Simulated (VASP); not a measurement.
Crystal: TePb.

```
CELL_PARAMETERS angstrom
0.00000 3.26786 3.26786
3.26786 0.00000 3.26786
3.26786 3.26786 0.00000
ATOMIC_POSITIONS crystal
Te 0.50000 0.50000 0.50000
Pb 0.00000 0.00000 0.00000
```

Program: VASP 6.6.1. Alike in all runs: task single point; potentials or basis VASP PAW PBE potentials, release 64 (Te, Pb_d); no spin polarisation; cell as given; cutoff (eV) 520. Hardware: 1 thread of Intel Xeon 8259CL, on a shared host.

Order these runs on this cell by their wall time, lowest first.
A. level PBEsol; k mesh 5 × 5 × 5; smearing gaussian 0.01 eV
B. level r2SCAN; k mesh 6 × 6 × 6; smearing gaussian 0.01 eV
C. level HSE06; k mesh 4 × 4 × 4; smearing gaussian 0.01 eV; grid for exact exchange (PRECFOCK) Normal; screening parameter 0.2079 1/Å
D. level PBEsol; k mesh 6 × 6 × 6; smearing gaussian 0.5 eV

A (15 s), D (39 s), B (130 s), C (1600 s).
